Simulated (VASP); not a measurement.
Here is a VASP 6.6.1 calculation.

Contents of INCAR:

```
SYSTEM = Cd
PREC = Accurate
ENCUT = 520
EDIFF = 1E-7
ISMEAR = -1
SIGMA = 0.05
LREAL = .FALSE.
LASPH = .TRUE.
NELM = 150
ALGO = Normal
ISIF = 2
LWAVE = .FALSE.
LCHARG = .TRUE.
LNONCOLLINEAR = .TRUE.
MAGMOM = 0 0 0 0 0 0
LORBIT = 11
LSORBIT = .TRUE.
GGA_COMPAT = .FALSE.
LORBMOM = .TRUE.
GGA = PE
LVHAR = .TRUE.
NBANDS = 36
```

The input KPOINTS:

```
regular mesh
0
G
  16 16 7
  0 0 0
```

File POSCAR:

```
Cd
1.0
    2.9788725081      0.0000000000      0.0000000000
   -1.4894362540      2.5797792666      0.0000000000
    0.0000000000      0.0000000000      5.6176500000
Cd
2
Direct
    0.3333333333      0.6666666667      0.2500000000
    0.6666666667      0.3333333333      0.7500000000
```

Potentials or basis: VASP PAW PBE potentials, release 64 (Cd).

Run with:

```sh
$ cat potpaw_PBE.64/Cd/POTCAR > POTCAR
$ mpirun -np 1 vasp_ncl > vasp.out
```

**Question.** What does it give for the net moment?

**Answer.** 0.00 μB per cell.

**Question.** Estimate the pressure.

**Answer.** 3.1 GPa.

Moments on the atoms (μB; x, y, z):
```
Cd  0.00 0.00 0.00
Cd  0.00 0.00 0.00
```

Caveat: the cell stands under pressure.
